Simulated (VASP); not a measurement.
# CsCl (Pm-3m) in VASP: notebook

Runs on CsCl. Level: r2SCAN. Tasks: single point, relaxation of cell and atoms, relaxation of the atoms.

All numbers are computed with VASP 6.6.1; they aren't measurements. Logs are shortened: lines on timing, memory, paths and dates and some standing lists are left out, and cuts for length are marked.

### Step 1. The cell of the first run

Symmetry: Pm-3m, No. 221, cubic system. The conventional cell has a = 4.221 Å, b = 4.221 Å, c = 4.221 Å, α = 90.00°, β = 90.00°, γ = 90.00°. Cs (site symmetry m-3m) has 8 Cl at 3.66 Å and 6 Cs at 4.22 Å within 4.8 Å. Cl (site symmetry m-3m) has 8 Cs at 3.66 Å and 6 Cl at 4.22 Å within 4.8 Å.

### Step 2. Single point, r2SCAN

Contents of POSCAR:

```
CsCl
1.0
    4.2211656600      0.0000000000      0.0000000000
    0.0000000000      4.2211656600      0.0000000000
    0.0000000000      0.0000000000      4.2211656600
Cs Cl
1 1
Direct
    0.0000000000      0.0000000000      0.0000000000
    0.5000000000      0.5000000000      0.5000000000
```

Contents of INCAR.step1:

```
SYSTEM = CsCl
PREC     = Accurate       ! precision mode
ENCUT    = 550            ! plane-wave cutoff, eV
ISMEAR   = -1             ! smearing method
SIGMA    = 0.02           ! smearing width, eV
LREAL    = .False.        ! projectors in reciprocal space
LASPH    = .True.         ! aspherical terms in the spheres
NELM     = 120            ! most SCF steps
NBANDS   = 15             ! bands
GGA      = PE             ! functional
ALGO     = Normal         ! electronic algorithm
EDIFF    = 1E-5           ! SCF threshold, eV
LWAVE    = .True.         ! write WAVECAR
LCHARG   = .False.        ! write CHGCAR
GGA_COMPAT= .False.
```

Contents of INCAR.step2:

```
SYSTEM = CsCl
PREC     = Accurate       ! precision mode
ENCUT    = 550            ! plane-wave cutoff, eV
EDIFF    = 1E-6           ! SCF threshold, eV
ISMEAR   = -1             ! smearing method
SIGMA    = 0.02           ! smearing width, eV
LREAL    = .False.        ! projectors in reciprocal space
LASPH    = .True.         ! aspherical terms in the spheres
NELM     = 120            ! most SCF steps
ALGO     = Normal         ! electronic algorithm
ISIF     = 2              ! what is computed and relaxed
LWAVE    = .False.        ! write WAVECAR
LCHARG   = .False.        ! write CHGCAR
METAGGA  = R2SCAN         ! meta-GGA
LMIXTAU  = .True.       
NBANDS   = 15             ! bands
ISTART   = 1            
GGA_COMPAT= .False.
```

Contents of KPOINTS:

```
regular mesh
0
Gamma
  8 8 8
  0 0 0
```

Potentials or basis: VASP PAW PBE potentials, release 64 (Cs_sv, Cl).

Command:

```sh
> cat potpaw_PBE.64/Cs_sv/POTCAR potpaw_PBE.64/Cl/POTCAR > POTCAR
> cp INCAR.step1 INCAR
> mpirun -np 1 vasp_std > vasp.out
> cp INCAR.step2 INCAR
> mpirun -np 1 vasp_std > vasp.out
```

OUTCAR:

```text
SYSTEM = CsCl
   PREC = Accurate
   ENCUT = 550
   EDIFF = 1E-6
   ISMEAR = -1
   LREAL = .False.
   LASPH = .True.
   NELM = 120
   ISIF = 2
   METAGGA = R2SCAN
   ISTART = 1

 ion  position               nearest neighbor table
   1  0.000  0.000  0.000-
   2  0.500  0.500  0.500-

  LATTYP: Found a simple cubic cell.
 ALAT       =     4.2211656600

  Lattice vectors:

 A1 = (   4.2211656600,   0.0000000000,   0.0000000000)
 A2 = (   0.0000000000,   4.2211656600,   0.0000000000)
 A3 = (   0.0000000000,   0.0000000000,   4.2211656600)

Analysis of symmetry for initial positions (statically):
=====================================================================
 Subroutine PRICEL returns:
 Original cell was already a primitive cell.

 Routine SETGRP: Setting up the symmetry group for a
 simple cubic supercell.

 Subroutine GETGRP returns: Found 48 space group operations
 (whereof 48 operations were pure point group operations)
 out of a pool of 48 trial point group operations.

The static configuration has the point symmetry O_h .

Analysis of symmetry for dynamics (positions and initial velocities):
=====================================================================
 Subroutine PRICEL returns:
 Original cell was already a primitive cell.

 Routine SETGRP: Setting up the symmetry group for a
 simple cubic supercell.

 Subroutine GETGRP returns: Found 48 space group operations
 (whereof 48 operations were pure point group operations)
 out of a pool of 48 trial point group operations.

The dynamic configuration has the point symmetry O_h .

 Subroutine INISYM returns: Found 48 space group operations
 (whereof 48 operations are pure point group operations),
 and found     1 'primitive' translations

----------------------------------------------------------------------------------------

                                     Primitive cell

  volume of cell :      75.2137

  direct lattice vectors                    reciprocal lattice vectors
     4.221165660  0.000000000  0.000000000     0.236901387  0.000000000  0.000000000
     0.000000000  4.221165660  0.000000000     0.000000000  0.236901387  0.000000000
     0.000000000  0.000000000  4.221165660     0.000000000  0.000000000  0.236901387

  length of vectors
     4.221165660  4.221165660  4.221165660     0.236901387  0.236901387  0.236901387

  position of ions in fractional coordinates (direct lattice)
     0.000000000  0.000000000  0.000000000
     0.500000000  0.500000000  0.500000000

  ion indices of the primitive-cell ions
   primitive index   ion index
                 1           1
                 2           2

----------------------------------------------------------------------------------------

 KPOINTS: regular mesh

Automatic generation of k-mesh.
 Grid dimensions read from file:
 generate k-points for:    8    8    8

 Generating k-lattice:

  Cartesian coordinates                     Fractional coordinates (reciprocal lattice)
     0.029612673  0.000000000  0.000000000     0.125000000  0.000000000  0.000000000
     0.000000000  0.029612673  0.000000000     0.000000000  0.125000000  0.000000000
     0.000000000  0.000000000  0.029612673     0.000000000  0.000000000  0.125000000

  Length of vectors
     0.029612673  0.029612673  0.029612673

  Shift w.r.t. Gamma in fractional coordinates (k-lattice)
     0.000000000  0.000000000  0.000000000

 Subroutine IBZKPT returns following result:
 ===========================================

 Found     35 irreducible k-points:

 Following reciprocal coordinates:
            Coordinates               Weight
  0.000000  0.000000  0.000000      1.000000
  0.125000  0.000000  0.000000      6.000000
  0.250000  0.000000  0.000000      6.000000
  0.375000  0.000000  0.000000      6.000000
  0.500000  0.000000  0.000000      3.000000
  0.125000  0.125000  0.000000     12.000000
[... 16 lines left out ...]
  0.375000  0.375000  0.125000     24.000000
  0.500000  0.375000  0.125000     24.000000
 [... further k-points ...]
[... 50 lines left out ...]
  band No.  band energies     occupation
      1     -21.0012      2.00000
      2     -13.6914      2.00000
      3      -7.4356      2.00000
      4      -7.1344      2.00000
      5      -7.1344      2.00000
      6      -1.5990      2.00000
      7      -1.1291      2.00000
      8      -1.1291      2.00000
      9       5.2888      0.00000
     10       5.7706      0.00000
     11       6.2474      0.00000
     12       9.0685      0.00000
     13       9.0685      0.00000
     14       9.7536      0.00000
     15      10.3373      0.00000

 k-point     4 :       0.3750    0.0000    0.0000
  band No.  band energies     occupation
      1     -20.9782      2.00000
      2     -13.7007      2.00000
      3      -7.5935      2.00000
      4      -7.0950      2.00000
      5      -7.0950      2.00000
      6      -1.9300      2.00000
      7      -1.1930      2.00000
      8      -1.1930      2.00000
      9       5.6597      0.00000
     10       6.5527      0.00000
     11       7.5002      0.00000
     12       8.9110      0.00000
     13       8.9110      0.00000
     14       9.2730      0.00000
     15      10.0275      0.00000
[... 307 lines left out ...]
 k-point    22 :       0.5000    0.2500    0.1250
  band No.  band energies     occupation
      1     -20.9329      2.00000
      2     -13.6424      2.00000
      3      -7.7393      2.00000
      4      -7.4617      2.00000
      5      -7.1537      2.00000
      6      -1.7258      2.00000
      7      -1.4529      2.00000
      8      -1.1704      2.00000
      9       6.2401      0.00000
     10       6.5014      0.00000
     11       7.5759      0.00000
     12       7.9097      0.00000
     13       8.4440      0.00000
     14       9.9267      0.00000
     15      11.4445      0.00000

 k-point    23 :       0.3750    0.3750    0.1250
  band No.  band energies     occupation
      1     -20.9216      2.00000
      2     -13.6196      2.00000
      3      -7.7190      2.00000
      4      -7.6653      2.00000
      5      -7.1359      2.00000
      6      -1.6115      2.00000
      7      -1.4803      2.00000
      8      -1.2121      2.00000
      9       6.0324      0.00000
     10       6.2006      0.00000
     11       7.6763      0.00000
     12       7.8870      0.00000
     13       9.0220      0.00000
     14       9.6078      0.00000
     15      11.7508      0.00000

 k-point    24 :       0.5000    0.3750    0.1250
  band No.  band energies     occupation
      1     -20.9132      2.00000
      2     -13.6076      2.00000
      3      -7.7847      2.00000
      4      -7.7077      2.00000
      5      -7.1226      2.00000
      6      -1.5877      2.00000
      7      -1.5191      2.00000
      8      -1.2034      2.00000
      9       5.9722      0.00000
     10       6.0223      0.00000
     11       7.6480      0.00000
     12       7.6733      0.00000
     13       9.4460      0.00000
     14      10.6215      0.00000
     15      11.7951      0.00000

 [... further k-points ...]

------------------------ aborting loop because EDIFF is reached ----------------------------------------

  FORCE on cell =-STRESS in cart. coord.  units (eV):
  Direction    XX          YY          ZZ          XY          YZ          ZX
  --------------------------------------------------------------------------------------
  -------------------------------------------------------------------------------------
  Total       -0.4165962     -0.4165962     -0.4165962      0.0000000      0.0000000     -0.0000000
  in kB       -8.8741890     -8.8741890     -8.8741890      0.0000000      0.0000000     -0.0000000
  external PRESSURE =      -8.8741890 kB  Pullay stress =       0.0000000 kB

 VOLUME and BASIS-vectors are now :
 -----------------------------------------------------------------------------
  energy-cutoff  :      550.00
  volume of cell :       75.21
      direct lattice vectors                 reciprocal lattice vectors
     4.221165660  0.000000000  0.000000000     0.236901387  0.000000000  0.000000000
     0.000000000  4.221165660  0.000000000     0.000000000  0.236901387  0.000000000
     0.000000000  0.000000000  4.221165660     0.000000000  0.000000000  0.236901387

 POSITION                                       TOTAL-FORCE (eV/Angst)
 -----------------------------------------------------------------------------------
      0.00000      0.00000      0.00000         0.000000      0.000000      0.000000
      2.11058      2.11058      2.11058         0.000000      0.000000      0.000000
 -----------------------------------------------------------------------------------
    total drift:                                0.000000      0.000000     -0.000000

  FREE ENERGIE OF THE ION-ELECTRON SYSTEM (eV)
  ---------------------------------------------------
  free  energy   TOTEN  =       -35.5139226401 eV

  energy  without entropy=      -35.5139226401  energy(sigma->0) =      -35.51392264
```

It took 39 s on 1 thread of Intel Xeon 6975P-C (Granite Rapids), shared host; peak memory 0.2 GiB.

Results:

- Free energy: -35.5139 eV
- Pressure: -0.9 GPa
- Band gap on the k mesh: 5.72 eV

Levels at points of the mesh, in eV from the valence-band top:
| k point | band 5 | band 6 | band 7 | band 8 | band 9 | band 10 | band 11 | band 12 |
| --- | --- | --- | --- | --- | --- | --- | --- | --- |
| (0.00, 0.00, 0.00) | -6.15 | 0.00 | 0.00 | 0.00 | 5.72 | 5.95 | 5.95 | 10.49 |
| (0.50, 0.00, 0.00) | -6.04 | -1.01 | -0.18 | -0.18 | 6.91 | 7.96 | 9.18 | 9.88 |
| (0.50, 0.50, 0.00) | -5.97 | -0.42 | -0.42 | -0.03 | 6.48 | 6.58 | 8.54 | 8.54 |
| (0.50, 0.50, 0.50) | -6.60 | -0.94 | -0.94 | -0.94 | 8.87 | 8.87 | 8.87 | 10.89 |

Caveat: the PAW data sets were made with another functional, which shifts forces and pressure a little; spin-orbit coupling is left out, which moves the levels of the heavy elements. r2SCAN opens gaps a little over a GGA but as a rule still falls short of measured ones.

### Step 3. Relaxation of cell and atoms, r2SCAN

This run uses another cell than the first one, of 35.04 Å³/atom.

Contents of POSCAR:

```
CsCl
1.0
    4.1230000000      0.0000000000      0.0000000000
    0.0000000000      4.1230000000      0.0000000000
    0.0000000000      0.0000000000      4.1230000000
Cs Cl
1 1
Direct
    0.0000000000      0.0000000000      0.0000000000
    0.5000000000      0.5000000000      0.5000000000
```

Contents of INCAR.step1:

```
SYSTEM = CsCl
PREC = Accurate
ENCUT = 550
ISMEAR = -1
SIGMA = 0.02
LREAL = .FALSE.
LASPH = .TRUE.
NELM = 120
GGA = PE
ALGO = Normal
EDIFF = 1E-5
LWAVE = .TRUE.
LCHARG = .FALSE.
GGA_COMPAT = .FALSE.
IBRION = 2
ISIF = 3
EDIFFG = -0.005
NELMIN = 4
NSW = 100
```

Contents of INCAR.step2:

```
SYSTEM = CsCl
PREC = Accurate
ENCUT = 550
EDIFF = 1E-7
ISMEAR = -1
SIGMA = 0.02
LREAL = .FALSE.
LASPH = .TRUE.
NELM = 120
ALGO = Normal
ISIF = 3
LWAVE = .FALSE.
LCHARG = .FALSE.
METAGGA = R2SCAN
LMIXTAU = .TRUE.
IBRION = 2
NSW = 80
EDIFFG = -0.01
ISTART = 1
GGA_COMPAT = .FALSE.
NELMIN = 4
```

Contents of KPOINTS:

```
regular mesh
0
G
  6 6 6
  0 0 0
```

Potentials or basis: VASP PAW PBE potentials, release 64 (Cs_sv, Cl).

Command:

```sh
> cat potpaw_PBE.64/Cs_sv/POTCAR potpaw_PBE.64/Cl/POTCAR > POTCAR
> cp INCAR.step1 INCAR
> mpirun -np 1 vasp_std > vasp.out
> cp INCAR.step2 INCAR
> mpirun -np 1 vasp_std > vasp.out
```

It took 70 s on 1 thread of Intel Xeon 6975P-C (Granite Rapids), shared host; peak memory 0.19 GiB.

The run converged. Its results:

| Property | Result |
| --- | --- |
| Free energy | -35.5250 eV |
| Relaxed volume | 35.56 Å³/atom |
| Relaxed cell | a = 4.143 Å, b = 4.143 Å, c = 4.143 Å, α = 90.00°, β = 90.00°, γ = 90.00° |
| Space group after relaxing (to 0.1 Å) | Pm-3m (No. 221) |
| Energy gained by relaxing | 0.4 meV/atom |
| Ionic steps | 3 |
| Pressure after relaxing | 0.0 GPa |
| Band gap on the k mesh | 5.91 eV |

The path:
```tsv
step	energy change (eV)	largest force (eV/Å)	pressure (GPa)	volume (Å³)
1	0.0000	0.0000	0.28	70.09
2	-0.0008	0.0000	0.11	70.71
3	-0.0009	0.0000	0.00	71.11
```

Final structure:
```
CELL_PARAMETERS angstrom
4.14296 0.00000 0.00000
0.00000 4.14296 0.00000
0.00000 0.00000 4.14296
ATOMIC_POSITIONS crystal
Cs 0.00000 0.00000 0.00000
Cl 0.50000 0.50000 0.50000
```

Levels at points of the mesh, in eV from the valence-band top:
| k point | band 5 | band 6 | band 7 | band 8 | band 9 | band 10 | band 11 | band 12 |
| --- | --- | --- | --- | --- | --- | --- | --- | --- |
| (0.00, 0.00, 0.00) | -6.03 | 0.00 | 0.00 | 0.00 | 5.91 | 5.91 | 5.99 | 10.69 |
| (0.50, 0.00, 0.00) | -5.89 | -1.12 | -0.22 | -0.22 | 6.94 | 8.24 | 9.56 | 9.89 |
| (0.50, 0.50, 0.00) | -5.80 | -0.43 | -0.43 | -0.05 | 6.55 | 6.64 | 8.62 | 8.62 |
| (0.50, 0.50, 0.50) | -6.55 | -1.06 | -1.06 | -1.06 | 9.12 | 9.12 | 9.12 | 11.23 |

Caveat: the PAW data sets were made with another functional, which shifts forces and pressure a little; spin-orbit coupling is left out, which moves the levels of the heavy elements.

### Step 4. Single point, r2SCAN, non-collinear spin, zero start, spin-orbit coupling

This run uses another cell than the first one, of 35.48 Å³/atom.

Contents of POSCAR:

```
CsCl
1.0
    4.1399691800      0.0000000000      0.0000000000
    0.0000000000      4.1399691800      0.0000000000
    0.0000000000      0.0000000000      4.1399691800
Cs Cl
1 1
Direct
    0.0000000000      0.0000000000      0.0000000000
    0.5000000000      0.5000000000      0.5000000000
```

Contents of INCAR.step1:

```
SYSTEM = CsCl
  PREC = Accurate
  ENCUT = 550
  ISMEAR = -1
  SIGMA = 0.02
  LREAL = .False.
  LASPH = .True.
  NELM = 200
  MAGMOM = 0 0 0 0 0 0
  LSORBIT = .True.
  GGA_COMPAT = .False.
  NBANDS = 28
  GGA = PE
  ALGO = Normal
  EDIFF = 1E-5
  LWAVE = .True.
  LCHARG = .False.
```

Contents of INCAR.step2:

```
SYSTEM = CsCl
  PREC = Accurate
  ENCUT = 550
  EDIFF = 1E-6
  ISMEAR = -1
  SIGMA = 0.02
  LREAL = .False.
  LASPH = .True.
  NELM = 200
  ALGO = Normal
  ISIF = 2
  LWAVE = .False.
  LCHARG = .False.
  MAGMOM = 0 0 0 0 0 0
  LORBIT = 11
  LSORBIT = .True.
  GGA_COMPAT = .False.
  LORBMOM = .True.
  METAGGA = R2SCAN
  LMIXTAU = .True.
  NBANDS = 28
  ISTART = 1
```

Contents of KPOINTS:

```
Automatic mesh
0
Gamma
  8 8 8
  0 0 0
```

Command:

```sh
> cat potpaw_PBE.64/Cs_sv/POTCAR potpaw_PBE.64/Cl/POTCAR > POTCAR
> cp INCAR.step1 INCAR
> mpirun -np 1 vasp_ncl > vasp.out
> cp INCAR.step2 INCAR
> mpirun -np 1 vasp_ncl > vasp.out
```

Run time: 3.9 min. Hardware: 1 thread of Intel Xeon 6975P-C (Granite Rapids), shared host; peak memory 0.42 GiB.

The run converged. Its results:

| Quantity | Value |
| --- | --- |
| Free energy | -35.6796 eV |
| Pressure | 0.0 GPa |
| Net moment | 0.00 μB per cell |
| Valence electrons inside the program's atomic spheres | Cs 6.59; Cl 5.18 |

Moments on the atoms (μB; x, y, z):
```
Cs  0.00 0.00 0.00
Cl  0.00 0.00 0.00
```

Caveat: the PAW data sets were made with another functional, which shifts forces and pressure a little.

### Step 5. Relaxation of the atoms, r2SCAN

Contents of POSCAR:

```
CsCl
1.0
    4.2211656600      0.0000000000      0.0000000000
    0.0000000000      4.2211656600      0.0000000000
    0.0000000000      0.0000000000      4.2211656600
Cs Cl
1 1
Direct
    0.0000000000      0.0000000000      0.0000000000
    0.5000000000      0.5000000000      0.5000000000
```

Contents of INCAR.step1:

```
ALGO = Normal ; EDIFF = 1E-5
EDIFFG = -0.01 ; ENCUT = 500
GGA = PE ; GGA_COMPAT = False
IBRION = 2 ; ISMEAR = -1
LASPH = True ; LCHARG = False
LREAL = False ; LWAVE = True
NELM = 120 ; NELMIN = 4
NSW = 100 ; PREC = Accurate
SIGMA = 0.02
```

Contents of INCAR.step2:

```
ALGO = Normal ; EDIFF = 1E-7
EDIFFG = -0.01 ; ENCUT = 500
GGA_COMPAT = False ; IBRION = 2
ISIF = 2 ; ISMEAR = -1
ISTART = 1 ; LASPH = True
LCHARG = False ; LMIXTAU = True
LREAL = False ; LWAVE = False
METAGGA = R2SCAN ; NELM = 120
NELMIN = 4 ; NSW = 50
PREC = Accurate ; SIGMA = 0.02
```

Contents of KPOINTS:

```
k-points
0
Gamma
  8 8 8
```

Command:

```sh
> cat potpaw_PBE.64/Cs_sv/POTCAR potpaw_PBE.64/Cl/POTCAR > POTCAR
> cp INCAR.step1 INCAR
> mpirun -np 1 vasp_std > vasp.out
> cp INCAR.step2 INCAR
> mpirun -np 1 vasp_std > vasp.out
```

Wall time 80 s (1 thread of AMD EPYC 7R43 (Zen 3), shared host); peak memory 0.16 GiB.

It converged, with:

```yaml
Free_energy: -35.5133 eV
Pressure_after_relaxing: -0.9 GPa
Band_gap_on_the_k_mesh: 5.72 eV
```

Final structure:
```
Cs Cl
1.0
     4.22117    0.00000    0.00000
     0.00000    4.22117    0.00000
     0.00000    0.00000    4.22117
Cs Cl
1 1
Direct
  0.00000 0.00000 0.00000
  0.50000 0.50000 0.50000
```

Levels at points of the mesh, in eV from the valence-band top:
| k point | band 5 | band 6 | band 7 | band 8 | band 9 | band 10 | band 11 | band 12 |
| --- | --- | --- | --- | --- | --- | --- | --- | --- |
| (0.00, 0.00, 0.00) | -6.15 | 0.00 | 0.00 | 0.00 | 5.72 | 5.95 | 5.95 | 10.49 |
| (0.50, 0.00, 0.00) | -6.04 | -1.01 | -0.18 | -0.18 | 6.91 | 7.96 | 9.18 | 9.91 |
| (0.50, 0.50, 0.00) | -5.97 | -0.42 | -0.42 | -0.03 | 6.48 | 6.58 | 8.54 | 8.54 |
| (0.50, 0.50, 0.50) | -6.60 | -0.94 | -0.94 | -0.94 | 8.87 | 8.87 | 8.87 | 10.89 |

Caveat: the relaxation stopped at its first step, so nothing moved; the PAW data sets were made with another functional, which shifts forces and pressure a little; spin-orbit coupling is left out, which moves the levels of the heavy elements.

### Step 6. The runs side by side

| task | spin | cell | k mesh | cutoff (eV) | gap on the mesh (eV) | pressure (GPa) |
| --- | --- | --- | --- | --- | --- | --- |
| single point | off | a = 4.221 Å, 2 atoms | 8 × 8 × 8 | 550 | 5.72 | -0.9 |
| relaxation of cell and atoms | off | relaxed from a = 4.123 Å, 2 atoms | 6 × 6 × 6 | 550 | 5.91 | 0.0 |
| single point | non-collinear, zero start, SOC | a = 4.140 Å, 2 atoms | 8 × 8 × 8 | 550 | - | 0.0 |
| relaxation of the atoms | off | atoms relaxed from a = 4.221 Å, 2 atoms | 8 × 8 × 8 | 500 | 5.72 | -0.9 |

Alike in all rows: level r2SCAN; potentials or basis VASP PAW PBE potentials, release 64 (Cs_sv, Cl); smearing fermi-dirac 0.02 eV.

Caveats: the PAW data sets were made with another functional, which shifts forces and pressure a little; spin-orbit coupling is left out, which moves the levels of the heavy elements (at least some runs); the relaxation stopped at its first step, so nothing moved (at least some runs).

Absolute energies hang on the potentials; compare differences alone.
